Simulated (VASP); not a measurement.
# As in VASP: further runs

The runs below take As through single point, with PBE.

All numbers are computed with VASP 6.6.1; they aren't measurements. Logs are shortened: lines on timing, memory, paths and dates and some standing lists are left out, and cuts for length are marked.

### 1 The cell of the first run

The cell holds a slab with vacuum, 2 atoms: a = 3.381 Å, b = 3.381 Å, c = 28.000 Å, α = 90.00°, β = 90.00°, γ = 120.00°.

### 2 Single point, PBE

File INCAR:

```
SYSTEM = As
ALGO = Normal
DIPOL = 0.5 0.5 0.500
EDIFF = 1E-6
ENCUT = 520
GGA = PE
IDIPOL = 3
ISIF = 2
ISMEAR = 0
LASPH = .True.
LCHARG = .False.
LDIPOL = .True.
LREAL = .False.
LWAVE = .False.
NBANDS = 12
NELM = 100
PREC = Accurate
SIGMA = 0.02
```

File KPOINTS:

```
k-points
0
Gamma
  9 9 1
  0 0 0
```

File POSCAR:

```
As
1.0
    3.3810000000      0.0000000000      0.0000000000
   -1.6905000000      2.9280318902      0.0000000000
    0.0000000000      0.0000000000     28.0000000000
As
2
Direct
    0.3333333333      0.6666666667      0.5319285714
    0.6666666667      0.3333333333      0.4680714286
```

Potentials or basis: VASP PAW PBE potentials, release 64 (As).

Run with:

```
> cat potpaw_PBE.64/As/POTCAR > POTCAR
> mpirun -np 1 vasp_std > vasp.out
```

OUTCAR:

```text
SYSTEM = As
   EDIFF = 1E-6
   ENCUT = 520
   GGA = PE
   ISIF = 2
   ISMEAR = 0
   LASPH = .True.
   LREAL = .False.
   NELM = 100
   PREC = Accurate

 ion  position               nearest neighbor table
   1  0.333  0.667  0.532-   2 2.65   2 2.65   2 2.65
   2  0.667  0.333  0.468-   1 2.65   1 2.65   1 2.65

  LATTYP: Found a hexagonal cell.
 ALAT       =     3.3810000000
 C/A-ratio  =     8.2815734990

  Lattice vectors:

 A1 = (   3.3810000000,   0.0000000000,   0.0000000000)
 A2 = (  -1.6905000000,   2.9280318902,   0.0000000000)
 A3 = (   0.0000000000,   0.0000000000,  28.0000000000)

Analysis of symmetry for initial positions (statically):
=====================================================================
 Subroutine PRICEL returns:
 Original cell was already a primitive cell.

 Routine SETGRP: Setting up the symmetry group for a
 hexagonal supercell.

 Subroutine GETGRP returns: Found 12 space group operations
 (whereof 12 operations were pure point group operations)
 out of a pool of 24 trial point group operations.

The static configuration has the point symmetry D_3d.

Analysis of symmetry for dynamics (positions and initial velocities):
=====================================================================
 Subroutine PRICEL returns:
 Original cell was already a primitive cell.

 Routine SETGRP: Setting up the symmetry group for a
 hexagonal supercell.

 Subroutine GETGRP returns: Found 12 space group operations
 (whereof 12 operations were pure point group operations)
 out of a pool of 24 trial point group operations.

The dynamic configuration has the point symmetry D_3d.

 Subroutine INISYM returns: Found 12 space group operations
 (whereof 12 operations are pure point group operations),
 and found     1 'primitive' translations

----------------------------------------------------------------------------------------

                                     Primitive cell

  volume of cell :     277.1909

  direct lattice vectors                    reciprocal lattice vectors
     3.381000000  0.000000000  0.000000000     0.295770482  0.170763167  0.000000000
    -1.690500000  2.928031890  0.000000000     0.000000000  0.341526335  0.000000000
     0.000000000  0.000000000 28.000000000     0.000000000  0.000000000  0.035714286

  length of vectors
     3.381000000  3.381000000 28.000000000     0.341526335  0.341526335  0.035714286

  position of ions in fractional coordinates (direct lattice)
     0.333333333  0.666666667  0.531928571
     0.666666667  0.333333333  0.468071429

  ion indices of the primitive-cell ions
   primitive index   ion index
                 1           1
                 2           2

----------------------------------------------------------------------------------------

 KPOINTS: k-points

Automatic generation of k-mesh.
 Grid dimensions read from file:
 generate k-points for:    9    9    1

 Generating k-lattice:

  Cartesian coordinates                     Fractional coordinates (reciprocal lattice)
     0.032863387  0.018973685  0.000000000     0.111111111 -0.000000000  0.000000000
     0.000000000  0.037947371  0.000000000     0.000000000  0.111111111  0.000000000
     0.000000000  0.000000000  0.035714286     0.000000000  0.000000000  1.000000000

  Length of vectors
     0.037947371  0.037947371  0.035714286

  Shift w.r.t. Gamma in fractional coordinates (k-lattice)
     0.000000000  0.000000000  0.000000000

 Subroutine IBZKPT returns following result:
 ===========================================

 Found     12 irreducible k-points:

 Following reciprocal coordinates:
            Coordinates               Weight
  0.000000  0.000000  0.000000      1.000000
  0.111111 -0.000000  0.000000      6.000000
  0.222222 -0.000000  0.000000      6.000000
  0.333333  0.000000  0.000000      6.000000
  0.444444 -0.000000  0.000000      6.000000
  0.111111  0.111111  0.000000      6.000000
  0.222222  0.111111  0.000000     12.000000
  0.333333  0.111111  0.000000     12.000000
  0.444444  0.111111  0.000000      6.000000
  0.222222  0.222222  0.000000      6.000000
  0.333333  0.222222  0.000000     12.000000
  0.333333  0.333333  0.000000      2.000000
   k-points           NKPTS =     12   k-points in BZ     NKDIM =     12   number of bands    NBANDS=     12
   number of dos      NEDOS =    301   number of ions     NIONS =      2
   total plane-waves  NPLWV = 164640
   dimension x,y,z NGX =    28 NGY =   28 NGZ =  210
   dimension x,y,z NGXF=    56 NGYF=   56 NGZF=  420
   ions per type =               2
   NGX,Y,Z   is equivalent  to a cutoff of  13.77, 13.77, 12.47 a.u.
   NGXF,Y,Z  is equivalent  to a cutoff of  27.54, 27.54, 24.94 a.u.
 SYSTEM =  As
   PREC   = accura    normal or accurate (medium, high low for compatibility)
   ISTART =      0    job   : 0-new  1-cont  2-samecut
   ICHARG =      2    charge: 1-file 2-atom 10-const
   ISPIN  =      1    spin polarized calculation?
   LNONCOLLINEAR =      F non collinear calculations
   LSORBIT =      F    spin-orbit coupling
   LASPH  =      T    aspherical Exc in radial PAW
   ENCUT  =  520.0 eV  38.22 Ry    6.18 a.u.   6.29  6.29 52.06*2*pi/ulx,y,z
   NELM   =    100;   NELMIN=  2; NELMDL= -5     # of ELM steps
   EDIFF  = 0.1E-05   stopping-criterion for ELM
   LREAL  =      F    real-space projection
   EDIFFG = 0.1E-04   stopping-criterion for IOM
   NSW    =      0    number of steps for IOM
   IBRION =     -1    ionic relax: 0-MD 1-quasi-New 2-CG
   NFREE  =      0    steps in history (QN), initial steepest desc. (CG)
   ISIF   =      2    stress and relaxation
   ISYM   =      2    0-nonsym 1-usesym 2-fastsym
   POTIM  = 0.5000    time-step for ionic-motion
   TEBEG  =    0.0;   TEEND  =   0.0 temperature during run
   PSTRESS=    0.0 pullay stress
   NELECT =      10.0000    total number of electrons
   NUPDOWN=      -1.0000    fix difference up-down
   EMIN   =  10.00;   EMAX   =-10.00  energy-range for DOS
   EFERMI =   0.00;   METHOD = LEGACY
   ISMEAR =     0;   SIGMA  =   0.02  broadening in eV -4-tet -1-fermi 0-gaus
   EFERMI_NEDOS =   21; number of points for ismear=-14 and -15
   IALGO  =     38    algorithm
   IMIX   =      4    mixing-type and parameters
     AMIX     =   0.40;   BMIX     =  1.00
     AMIX_MAG =   1.60;   BMIX_MAG =  1.00
  volume/ion in A,a.u.               =     138.60       935.29
  Fermi-wavevector in a.u.,A,eV,Ry     =   0.540939  1.022227  3.981273  0.292615
  Thomas-Fermi vector in A             =   1.568296
   LORBIT       =      0    0 simple, 1 ext, 2 COOP (PROOUT), +10 PAW based schemes
   GGA     = PE    functional components
   LHFCALC =     F    Hartree Fock is set to
   AEXX    =    0.0000 exact exchange contribution
   IVDW    =     0    specifies the selected vdW correction
   LEPSILON=     F    determine dielectric tensor
   LRPA    =     F    only Hartree local field effects (RPA)
 non-spin polarized calculation
 Gauss-broadening in eV      SIGMA  =   0.02
  energy-cutoff  :      520.00
  volume of cell :      277.19
 maximum number of plane-waves:      7545
 NGX is ok and might be reduce to    28
   NGX = 13   NGY = 13   NGZ =105

 number of electron      10.0000000 magnetization

 dipolmoment           0.000000      0.000000     -0.000000 electrons x Angstroem

 Free energy of the ion-electron system (eV)
  ---------------------------------------------------
  ext. energy  EPLUGINS =         0.00000000
  ---------------------------------------------------
  free energy    TOTEN  =        -8.62259476 eV

  energy without entropy =       -8.62259476  energy(sigma->0) =       -8.62259476

 E-fermi :  -2.4184     XC(G=0):  -2.0804

 val. band max:       -2.5328889028   @ k =   0.3333   0.0000   0.0000
 cond. band min:      -2.3195549992   @ k =   0.3333   0.2222   0.0000
 fundamental gap:      0.2133339036
 Fermi energy:        -2.4184297483

 k-point     1 :       0.0000    0.0000    0.0000
  band No.  band energies     occupation
      1     -16.6537      2.00000
      2     -12.0963      2.00000
      3      -5.5300      2.00000
      4      -1.5798      0.00000
      5      -1.5798      0.00000
      6      -0.6877      0.00000
      7       0.7914      0.00000
      8       0.7914      0.00000
      9       1.1252      0.00000
     10       1.4373      0.00000
     11       1.5709      0.00000
     12       2.0318      0.00000

 k-point     2 :       0.1111   -0.0000    0.0000
  band No.  band energies     occupation
      1     -16.4664      2.00000
      2     -11.9771      2.00000
      3      -5.3832      2.00000
      4      -3.2025      2.00000
      5      -2.0179      0.00000
      6      -0.3013      0.00000
      7       0.1846      0.00000
      8       0.9404      0.00000
      9       1.3603      0.00000
     10       1.7573      0.00000
     11       1.7934      0.00000
     12       2.3474      0.00000

 k-point     3 :       0.2222   -0.0000    0.0000
  band No.  band energies     occupation
      1     -15.9153      2.00000
      2     -11.6912      2.00000
      3      -5.3946      2.00000
      4      -5.0235      2.00000
      5      -2.7998      2.00000
      6      -1.5891      0.00000
      7       0.4453      0.00000
      8       0.9271      0.00000
      9       1.9634      0.00000
     10       2.1615      0.00000
     11       2.4331      0.00000
     12       2.7692      0.00000
[... 106 lines left out ...]
 k-point    11 :       0.3333    0.2222    0.0000
  band No.  band energies     occupation
      1     -13.5880      2.00000
      2     -12.1125      2.00000
      3      -7.0608      2.00000
      4      -6.1778      2.00000
      5      -5.3409      2.00000
      6      -2.3196      0.00000
      7      -0.8837      0.00000
      8       0.2858      0.00000
      9       4.2429      0.00000
     10       4.6431      0.00000
     11       5.4719      0.00000
     12       5.4920      0.00000

 k-point    12 :       0.3333    0.3333    0.0000
  band No.  band energies     occupation
      1     -12.7510      2.00000
      2     -12.7510      2.00000
      3      -7.2536      2.00000
      4      -5.8737      2.00000
      5      -5.8737      2.00000
      6      -2.8821      2.00000
      7      -0.2427      0.00000
      8      -0.2427      0.00000
      9       4.1561      0.00000
     10       5.8705      0.00000
     11       5.8705      0.00000
     12       6.3118      0.00000

------------------------ aborting loop because EDIFF is reached ----------------------------------------

 vacuum level on the upper side and lower side of the slab       (xc-potential included)        -0.008        -0.008

  FORCE on cell =-STRESS in cart. coord.  units (eV):
  Direction    XX          YY          ZZ          XY          YZ          ZX
  --------------------------------------------------------------------------------------
  -------------------------------------------------------------------------------------
  Total        0.4408973      0.4408973     -4.5102752      0.0000000     -0.0000000      0.0000000
  in kB        2.5484083      2.5484083    -26.0696151      0.0000000     -0.0000000      0.0000000
  external PRESSURE =      -6.9909328 kB  Pullay stress =       0.0000000 kB

 VOLUME and BASIS-vectors are now :
 -----------------------------------------------------------------------------
  energy-cutoff  :      520.00
  volume of cell :      277.19
      direct lattice vectors                 reciprocal lattice vectors
     3.381000000  0.000000000  0.000000000     0.295770482  0.170763167  0.000000000
    -1.690500000  2.928031890  0.000000000     0.000000000  0.341526335  0.000000000
     0.000000000  0.000000000 28.000000000     0.000000000  0.000000000  0.035714286

 POSITION                                       TOTAL-FORCE (eV/Angst)
 -----------------------------------------------------------------------------------
     -0.00000      1.95202     14.89400        -0.000000      0.000000     -2.521893
      1.69050      0.97601     13.10600         0.000000     -0.000000      2.521893
 -----------------------------------------------------------------------------------
    total drift:                                0.000000     -0.000000      0.000000

  FREE ENERGIE OF THE ION-ELECTRON SYSTEM (eV)
  ---------------------------------------------------
  free  energy   TOTEN  =        -8.6225947554 eV

  energy  without entropy=       -8.6225947554  energy(sigma->0) =       -8.62259476

 vacuum level on the upper side and lower side of the slab         1.450         1.450
```

It took 1.8 min on 1 thread of Intel Xeon Platinum 8488C (Sapphire Rapids), shared host; peak memory 0.38 GiB.

Results:

```yaml
Free_energy: -8.6226 eV
Largest_force: 2.522 eV/Å
Band_gap_on_the_k_mesh: zero (band 5 reaches -1.58 eV, above the bottom of band 6 at -2.88 eV)
```

Forces on the atoms (eV/Å):
```
As   0.000  0.000 -2.522
As   0.000  0.000  2.522
```

Levels at points of the mesh, in eV from the Fermi level:
```csv
k point,band 3,band 4,band 5,band 6,band 7,band 8
"(0.00, 0.00, 0.00)",-3.11,0.84,0.84,1.73,3.21,3.21
```

### 3 Single point, PBE

File INCAR:

```
SYSTEM = As
PREC     = Accurate       ! precision mode
ENCUT    = 520            ! plane-wave cutoff, eV
EDIFF    = 1E-6           ! SCF threshold, eV
ISMEAR   = 0              ! smearing method
SIGMA    = 0.02           ! smearing width, eV
LREAL    = .False.        ! projectors in reciprocal space
LASPH    = .True.         ! aspherical terms in the spheres
NELM     = 100            ! most SCF steps
ALGO     = Normal         ! electronic algorithm
ISIF     = 2              ! what is computed and relaxed
LWAVE    = .False.        ! write WAVECAR
LCHARG   = .True.         ! write CHGCAR
LDIPOL   = .True.       
IDIPOL   = 3            
DIPOL    = 0.5 0.5 0.500
GGA      = PE             ! functional
LELF     = .True.         ! ELF
LVHAR    = .True.       
LVACPOTAV= .True.       
NBANDS   = 12             ! bands
```

File KPOINTS:

```
regular mesh
0
Gamma
  9 9 1
  0 0 0
```

File POSCAR:

```
As
1.0
    3.3810000000      0.0000000000      0.0000000000
   -1.6905000000      2.9280318902      0.0000000000
    0.0000000000      0.0000000000     28.0000000000
As
2
Direct
    0.3333333333      0.6666666667      0.5053214286
    0.6666666667      0.3333333333      0.4946785714
```

Potentials or basis: VASP PAW PBE potentials, release 64 (As).

Run with:

```
> cat potpaw_PBE.64/As/POTCAR > POTCAR
> mpirun -np 1 vasp_std > vasp.out
```

Wall time 2 min (1 thread of Intel Xeon Platinum 8488C (Sapphire Rapids), shared host); peak memory 0.39 GiB.

The run converged. Its results:

- Free energy: -1.7617 eV
- Largest force: 4.891 eV/Å
- Band gap on the k mesh: zero (band 5 reaches -0.63 eV, above the bottom of band 6 at -3.11 eV)

Forces in eV/Å, atoms in the order of the input:
```
As   0.000  0.000  4.891
As   0.000  0.000 -4.891
```

Levels at points of the mesh, in eV from the Fermi level:
| k point | band 1 | band 2 | band 3 | band 4 | band 5 | band 6 | band 7 | band 8 | band 9 | band 10 |
| --- | --- | --- | --- | --- | --- | --- | --- | --- | --- | --- |
| (0.00, 0.00, 0.00) | -19.33 | -7.57 | -5.05 | -5.05 | -0.44 | 0.94 | 1.28 | 1.28 | 2.79 | 3.13 |

### 4 Single point, PBE

File INCAR:

```
SYSTEM = As
  PREC = Accurate
  ENCUT = 520
  EDIFF = 1E-7
  ISMEAR = 0
  SIGMA = 0.02
  LREAL = .False.
  LASPH = .True.
  NELM = 100
  ALGO = Normal
  ISIF = 2
  LWAVE = .False.
  LCHARG = .False.
  LDIPOL = .True.
  IDIPOL = 3
  DIPOL = 0.5 0.5 0.500
  GGA = PE
  NBANDS = 12
```

KPOINTS is that of step 3.

File POSCAR:

```
As
1.0
    3.3810000000      0.0000000000      0.0000000000
   -1.6905000000      2.9280318902      0.0000000000
    0.0000000000      0.0000000000     28.0000000000
As
2
Direct
    0.3333333333      0.6666666667      0.5159642857
    0.6666666667      0.3333333333      0.4840357143
```

Run with:

```
> cat potpaw_PBE.64/As/POTCAR > POTCAR
> mpirun -np 1 vasp_std > vasp.out
```

It took 2.2 min on 1 thread of Intel Xeon Platinum 8488C (Sapphire Rapids), shared host; peak memory 0.38 GiB.

Results (log left out):

* Free energy: -6.4067 eV
* Largest force: 8.442 eV/Å
* Band gap on the k mesh: zero (band 5 reaches -3.31 eV, above the bottom of band 6 at -3.35 eV)

Forces on the atoms (eV/Å):
```
As   0.000  0.000  8.442
As   0.000  0.000 -8.442
```

Levels at points of the mesh, in eV from the Fermi level:
```tsv
k point	band 1	band 2	band 3	band 4	band 5	band 6	band 7	band 8	band 9	band 10
(0.00, 0.00, 0.00)	-17.58	-7.21	-2.79	-2.79	-0.17	0.77	2.41	2.41	4.19	4.70
```

(Part 1 of 2 ends here.)
